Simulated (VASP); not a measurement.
# Hf (Im-3m) in VASP: further runs

Runs on Hf. Level: r2SCAN. Tasks: single point.

Program: VASP 6.6.1. These are calculated values, not measurements. Logs are shortened: lines on timing, memory, paths and dates and some standing lists are left out, and cuts for length are marked.

## (1) The cell of the first run

The structure is cubic, space group Im-3m (No. 229). Conventional cell: a = 3.634 Å, b = 3.634 Å, c = 3.634 Å, α = 90.00°, β = 90.00°, γ = 90.00°. Within 4.1 Å of Hf (site symmetry m-3m) lie 14 Hf at 3.15 to 3.63 Å.

## (2) Single point, r2SCAN

POSCAR

```
Hf
1.0
   -1.8169539908      1.8169539908      1.8169539908
    1.8169539908     -1.8169539908      1.8169539908
    1.8169539908      1.8169539908     -1.8169539908
Hf
1
Direct
    0.0000000000      0.0000000000      0.0000000000
```

INCAR.step1

```
SYSTEM = Hf
PREC = Accurate ; ENCUT = 520
ISMEAR = -1 ; SIGMA = 0.05
LREAL = .False. ; LASPH = .True.
NELM = 80 ; NBANDS = 11
GGA = PE ; ALGO = Normal
EDIFF = 1E-4 ; LWAVE = .True.
LCHARG = .False.
```

INCAR.step2

```
SYSTEM = Hf
PREC = Accurate ; ENCUT = 520
EDIFF = 1E-7 ; ISMEAR = -1
SIGMA = 0.05 ; LREAL = .False.
LASPH = .True. ; NELM = 80
ALGO = Normal ; ISIF = 2
LWAVE = .False. ; LCHARG = .False.
METAGGA = R2SCAN ; LMIXTAU = .True.
NBANDS = 11 ; ISTART = 1
```

KPOINTS

```
regular mesh
0
Gamma
  10 10 10
  0 0 0
```

Potentials or basis: VASP PAW PBE potentials, release 64 (Hf_pv).

Run with:

```sh
> cat potpaw_PBE.64/Hf_pv/POTCAR > POTCAR
> cp INCAR.step1 INCAR
> mpirun -np 1 vasp_std > vasp.out
> cp INCAR.step2 INCAR
> mpirun -np 1 vasp_std > vasp.out
```

OUTCAR:

```text
SYSTEM = Hf
   PREC = Accurate
   ENCUT = 520
   EDIFF = 1E-7
   ISMEAR = -1
   LREAL = .False.
   LASPH = .True.
   NELM = 80
   ISIF = 2
   METAGGA = R2SCAN
   ISTART = 1

 ion  position               nearest neighbor table
   1  0.000  0.000  0.000-

  LATTYP: Found a body centered cubic cell.
 ALAT       =     3.6339079816

  Lattice vectors:

 A1 = (  -1.8169539908,   1.8169539908,   1.8169539908)
 A2 = (   1.8169539908,  -1.8169539908,   1.8169539908)
 A3 = (   1.8169539908,   1.8169539908,  -1.8169539908)

Analysis of symmetry for initial positions (statically):
=====================================================================
 Subroutine PRICEL returns:
 Original cell was already a primitive cell.

 Routine SETGRP: Setting up the symmetry group for a
 body centered cubic supercell.

 Subroutine GETGRP returns: Found 48 space group operations
[... 9 lines left out ...]

 Routine SETGRP: Setting up the symmetry group for a
 body centered cubic supercell.

 Subroutine GETGRP returns: Found 48 space group operations
[... 11 lines left out ...]
                                     Primitive cell

  volume of cell :      23.9934

  direct lattice vectors                    reciprocal lattice vectors
    -1.816953991  1.816953991  1.816953991     0.000000000  0.275185834  0.275185834
     1.816953991 -1.816953991  1.816953991     0.275185834  0.000000000  0.275185834
     1.816953991  1.816953991 -1.816953991     0.275185834  0.275185834  0.000000000

  length of vectors
     3.147056627  3.147056627  3.147056627     0.389171539  0.389171539  0.389171539

  position of ions in fractional coordinates (direct lattice)
     0.000000000  0.000000000  0.000000000

  ion indices of the primitive-cell ions
   primitive index   ion index
                 1           1

----------------------------------------------------------------------------------------

 KPOINTS: regular mesh

Automatic generation of k-mesh.
 Grid dimensions read from file:
 generate k-points for:   10   10   10

 Generating k-lattice:

  Cartesian coordinates                     Fractional coordinates (reciprocal lattice)
     0.000000000  0.027518583  0.027518583     0.100000000  0.000000000  0.000000000
     0.027518583  0.000000000  0.027518583     0.000000000  0.100000000  0.000000000
     0.027518583  0.027518583  0.000000000     0.000000000  0.000000000  0.100000000

  Length of vectors
     0.038917154  0.038917154  0.038917154

  Shift w.r.t. Gamma in fractional coordinates (k-lattice)
     0.000000000  0.000000000  0.000000000

 Subroutine IBZKPT returns following result:
 ===========================================

 Found     47 irreducible k-points:

 Following reciprocal coordinates:
            Coordinates               Weight
  0.000000  0.000000  0.000000      1.000000
  0.100000  0.000000  0.000000     12.000000
  0.200000  0.000000  0.000000     12.000000
  0.300000  0.000000  0.000000     12.000000
  0.400000  0.000000  0.000000     12.000000
  0.500000  0.000000  0.000000      6.000000
[... 16 lines left out ...]
  0.300000  0.300000  0.100000      8.000000
 -0.300000  0.300000  0.100000     24.000000
 [... further k-points ...]
   k-points           NKPTS =     47   k-points in BZ     NKDIM =     47   number of bands    NBANDS=     11
   number of dos      NEDOS =    301   number of ions     NIONS =      1
   total plane-waves  NPLWV =  13824
   dimension x,y,z NGX =    24 NGY =   24 NGZ =   24
   dimension x,y,z NGXF=    48 NGYF=   48 NGZF=   48
   ions per type =               1
   NGX,Y,Z   is equivalent  to a cutoff of  12.68, 12.68, 12.68 a.u.
   NGXF,Y,Z  is equivalent  to a cutoff of  25.36, 25.36, 25.36 a.u.
 SYSTEM =  Hf
   PREC   = accura    normal or accurate (medium, high low for compatibility)
   ISTART =      1    job   : 0-new  1-cont  2-samecut
   ICHARG =      0    charge: 1-file 2-atom 10-const
   ISPIN  =      1    spin polarized calculation?
   LNONCOLLINEAR =      F non collinear calculations
   LSORBIT =      F    spin-orbit coupling
   LASPH  =      T    aspherical Exc in radial PAW
   ENCUT  =  520.0 eV  38.22 Ry    6.18 a.u.   5.85  5.85  5.85*2*pi/ulx,y,z
   NELM   =     80;   NELMIN=  2; NELMDL=  0     # of ELM steps
   EDIFF  = 0.1E-06   stopping-criterion for ELM
   LREAL  =      F    real-space projection
   EDIFFG = 0.1E-05   stopping-criterion for IOM
   NSW    =      0    number of steps for IOM
   IBRION =     -1    ionic relax: 0-MD 1-quasi-New 2-CG
   NFREE  =      0    steps in history (QN), initial steepest desc. (CG)
   ISIF   =      2    stress and relaxation
   ISYM   =      2    0-nonsym 1-usesym 2-fastsym
   POTIM  = 0.5000    time-step for ionic-motion
   TEBEG  =    0.0;   TEEND  =   0.0 temperature during run
   PSTRESS=    0.0 pullay stress
   NELECT =      10.0000    total number of electrons
   NUPDOWN=      -1.0000    fix difference up-down
   EMIN   =  10.00;   EMAX   =-10.00  energy-range for DOS
   EFERMI =   0.00;   METHOD = LEGACY
   ISMEAR =    -1;   SIGMA  =   0.05  broadening in eV -4-tet -1-fermi 0-gaus
   EFERMI_NEDOS =   21; number of points for ismear=-14 and -15
   IALGO  =     38    algorithm
   IMIX   =      4    mixing-type and parameters
     AMIX     =   0.40;   BMIX     =  1.00
     AMIX_MAG =   1.60;   BMIX_MAG =  1.00
  volume/ion in A,a.u.               =      23.99       161.92
  Fermi-wavevector in a.u.,A,eV,Ry     =   1.222862  2.310875 20.346047  1.495392
  Thomas-Fermi vector in A             =   2.357994
   LORBIT       =      0    0 simple, 1 ext, 2 COOP (PROOUT), +10 PAW based schemes
   METAGGA = R2SCAN    functional components
   LHFCALC =     F    Hartree Fock is set to
   AEXX    =    0.0000 exact exchange contribution
   IVDW    =     0    specifies the selected vdW correction
   LEPSILON=     F    determine dielectric tensor
   LRPA    =     F    only Hartree local field effects (RPA)
 non-spin polarized calculation
  energy-cutoff  :      520.00
  volume of cell :       23.99
 maximum number of plane-waves:       682
   NGX = 11   NGY = 11   NGZ = 11

 number of electron       9.9999998 magnetization

 Free energy of the ion-electron system (eV)
  ---------------------------------------------------
  ext. energy  EPLUGINS =         0.00000000
  ---------------------------------------------------
  free energy    TOTEN  =       -44.90434455 eV

  energy without entropy =      -44.88824548  energy(sigma->0) =      -44.89629501

 E-fermi :   4.0003     XC(G=0): -11.8218

 val. band max:        3.9997522552   @ k =   0.3000   0.2000  -0.0000
 cond. band min:       4.0605328192   @ k =   0.5000   0.5000   0.1000
 fundamental gap:      0.0607805640
 Fermi energy:         4.0003288925

 k-point     1 :       0.0000    0.0000    0.0000
  band No.  band energies     occupation
      1     -27.2771      2.00000
      2     -27.2771      2.00000
      3     -27.2771      2.00000
      4      -3.1576      2.00000
      5       5.7004      0.00000
      6       5.7004      0.00000
      7       5.7004      0.00000
      8       8.3220      0.00000
      9       8.3220      0.00000
     10      15.8488      0.00000
     11      17.6066      0.00000

 k-point     2 :       0.1000    0.0000    0.0000
  band No.  band energies     occupation
      1     -27.3438      2.00000
      2     -27.2980      2.00000
      3     -27.2773      2.00000
      4      -2.8073      2.00000
      5       5.4558      0.00000
      6       5.5747      0.00000
      7       6.0400      0.00000
      8       7.9844      0.00000
      9       8.3215      0.00000
     10      15.8487      0.00000
     11      17.9020      0.00000

 k-point     3 :       0.2000    0.0000    0.0000
  band No.  band energies     occupation
      1     -27.5145      2.00000
      2     -27.3523      2.00000
      3     -27.2779      2.00000
      4      -1.8405      2.00000
      5       4.8894      0.00000
      6       5.0103      0.00000
      7       7.0282      0.00000
      8       7.7518      0.00000
      9       8.3796      0.00000
     10      15.8486      0.00000
     11      18.0091      0.00000

 k-point     4 :       0.3000    0.0000    0.0000
  band No.  band energies     occupation
      1     -27.7185      2.00000
      2     -27.4185      2.00000
      3     -27.2788      2.00000
      4      -0.5516      2.00000
      5       4.2947      0.00553
      6       4.3354      0.00246
      7       8.0004      0.00000
      8       8.5559      0.00000
      9       8.5853      0.00000
     10      15.8470      0.00000
     11      16.6814      0.00000

 k-point     5 :       0.4000    0.0000    0.0000
  band No.  band energies     occupation
      1     -27.8782      2.00000
      2     -27.4715      2.00000
      3     -27.2794      2.00000
      4       0.4495      2.00000
      5       3.8738      1.85251
      6       4.2968      0.00530
      7       8.2091      0.00000
      8       8.9042      0.00000
      9      10.3212      0.00000
     10      14.7025      0.00000
     11      15.2132      0.00000
[... 211 lines left out ...]
 k-point    21 :       0.3000    0.2000    0.1000
  band No.  band energies     occupation
      1     -27.8015      2.00000
      2     -27.5727      2.00000
      3     -27.3964      2.00000
      4       2.1547      2.00000
      5       3.3523      2.00000
      6       3.6841      1.99642
      7       8.7273      0.00000
      8       9.1077      0.00000
      9      11.5271      0.00000
     10      12.8882      0.00000
     11      15.7022      0.00000

 k-point    22 :      -0.2000    0.2000    0.1000
  band No.  band energies     occupation
      1     -27.5150      2.00000
      2     -27.3743      2.00000
      3     -27.3299      2.00000
      4      -1.5207      2.00000
      5       5.1036      0.00000
      6       5.1517      0.00000
      7       6.6725      0.00000
      8       6.9176      0.00000
      9       8.9716      0.00000
     10      15.8484      0.00000
     11      18.1907      0.00000

 k-point    23 :       0.3000    0.3000    0.1000
  band No.  band energies     occupation
      1     -27.6951      2.00000
      2     -27.6951      2.00000
      3     -27.4169      2.00000
      4       2.7177      2.00000
      5       3.4163      1.99998
      6       3.4163      1.99998
      7       9.0222      0.00000
      8       9.0222      0.00000
      9      10.5085      0.00000
     10      14.3614      0.00000
     11      14.3614      0.00000

 k-point    24 :      -0.3000    0.3000    0.1000
  band No.  band energies     occupation
      1     -27.7091      2.00000
      2     -27.4416      2.00000
      3     -27.3283      2.00000
      4      -0.2522      2.00000
      5       4.2550      0.01219
      6       4.6018      0.00001
      7       7.0420      0.00000
      8       8.4393      0.00000
      9       9.0670      0.00000
     10      15.8436      0.00000
     11      16.1227      0.00000

 [... further k-points ...]
[... 5 lines left out ...]
  --------------------------------------------------------------------------------------
  -------------------------------------------------------------------------------------
  Total       -1.1420659     -1.1420659     -1.1420659      0.0000000     -0.0000000      0.0000000
  in kB      -76.2623123    -76.2623123    -76.2623123      0.0000000     -0.0000000      0.0000000
  external PRESSURE =     -76.2623123 kB  Pullay stress =       0.0000000 kB

 VOLUME and BASIS-vectors are now :
 -----------------------------------------------------------------------------
  energy-cutoff  :      520.00
  volume of cell :       23.99
      direct lattice vectors                 reciprocal lattice vectors
    -1.816953991  1.816953991  1.816953991     0.000000000  0.275185834  0.275185834
     1.816953991 -1.816953991  1.816953991     0.275185834  0.000000000  0.275185834
     1.816953991  1.816953991 -1.816953991     0.275185834  0.275185834  0.000000000

 POSITION                                       TOTAL-FORCE (eV/Angst)
 -----------------------------------------------------------------------------------
      0.00000      0.00000      0.00000         0.000000     -0.000000     -0.000000
 -----------------------------------------------------------------------------------
    total drift:                                0.000000      0.000000      0.000000

  FREE ENERGIE OF THE ION-ELECTRON SYSTEM (eV)
  ---------------------------------------------------
  free  energy   TOTEN  =       -44.9043445460 eV

  energy  without entropy=      -44.8882454762  energy(sigma->0) =      -44.89629501
```

Run time: 52 s. Hardware: 1 thread of AMD EPYC 7R13 (Zen 3), shared host; peak memory 0.12 GiB.

Results:

| Property | Result |
| --- | --- |
| Free energy | -44.9043 eV |
| Pressure | -7.6 GPa |
| Band gap on the k mesh | zero (band 5 reaches 5.70 eV, above the bottom of band 6 at 3.29 eV) |

Caveat: the PAW data sets were made with another functional, which shifts forces and pressure a little; spin-orbit coupling is left out, which moves the levels of the heavy elements.

## (3) Single point, r2SCAN

This run uses another cell than the first one, of 24.46 Å³/atom, 1.020 times its volume.

POSCAR

```
Hf
1.0
   -1.8287527239      1.8287527239      1.8287527239
    1.8287527239     -1.8287527239      1.8287527239
    1.8287527239      1.8287527239     -1.8287527239
Hf
1
Direct
    0.0000000000      0.0000000000      0.0000000000
```

INCAR.step1

```
PREC     = Accurate       # precision mode
ENCUT    = 520            # plane-wave cutoff, eV
ISMEAR   = -1             # smearing method
SIGMA    = 0.05           # smearing width, eV
LREAL    = False          # projectors in reciprocal space
LASPH    = True           # aspherical terms in the spheres
NELM     = 80             # most SCF steps
NBANDS   = 11             # bands
GGA      = PE             # functional
ALGO     = Normal         # electronic algorithm
EDIFF    = 1E-4           # SCF threshold, eV
LWAVE    = True           # write WAVECAR
LCHARG   = False          # write CHGCAR
```

INCAR.step2

```
PREC     = Accurate       # precision mode
ENCUT    = 520            # plane-wave cutoff, eV
EDIFF    = 1E-6           # SCF threshold, eV
ISMEAR   = -1             # smearing method
SIGMA    = 0.05           # smearing width, eV
LREAL    = False          # projectors in reciprocal space
LASPH    = True           # aspherical terms in the spheres
NELM     = 80             # most SCF steps
ALGO     = Normal         # electronic algorithm
ISIF     = 2              # what is computed and relaxed
LWAVE    = False          # write WAVECAR
LCHARG   = False          # write CHGCAR
METAGGA  = R2SCAN         # meta-GGA
LMIXTAU  = True         
NBANDS   = 11             # bands
ISTART   = 1
```

KPOINTS

```
Automatic mesh
0
Gamma
  10 10 10
```

Potentials or basis: VASP PAW PBE potentials, release 64 (Hf_pv).

Run with:

```sh
> cat potpaw_PBE.64/Hf_pv/POTCAR > POTCAR
> cp INCAR.step1 INCAR
> mpirun -np 1 vasp_std > vasp.out
> cp INCAR.step2 INCAR
> mpirun -np 1 vasp_std > vasp.out
```

It took 47 s on 1 thread of AMD EPYC 7R13 (Zen 3), shared host; peak memory 0.12 GiB.

Results (log left out):

```yaml
Free_energy: -44.8797 eV
Pressure: -9.1 GPa
Band_gap_on_the_k_mesh: zero (band 5 reaches 5.56 eV, above the bottom of band 6 at 3.19 eV)
```

Levels at points of the mesh, in eV from the Fermi level:
```tsv
k point	band 3	band 4	band 5	band 6	band 7	band 8
(0.00, 0.00, 0.00)	-31.36	-7.10	1.67	1.67	1.67	4.24
(0.50, 0.00, 0.00)	-31.36	-3.21	-0.26	0.55	4.07	4.98
(0.50, 0.50, 0.50)	-31.80	-2.33	-2.33	6.42	6.42	6.42
```

Caveat: the PAW data sets were made with another functional, which shifts forces and pressure a little; spin-orbit coupling is left out, which moves the levels of the heavy elements.
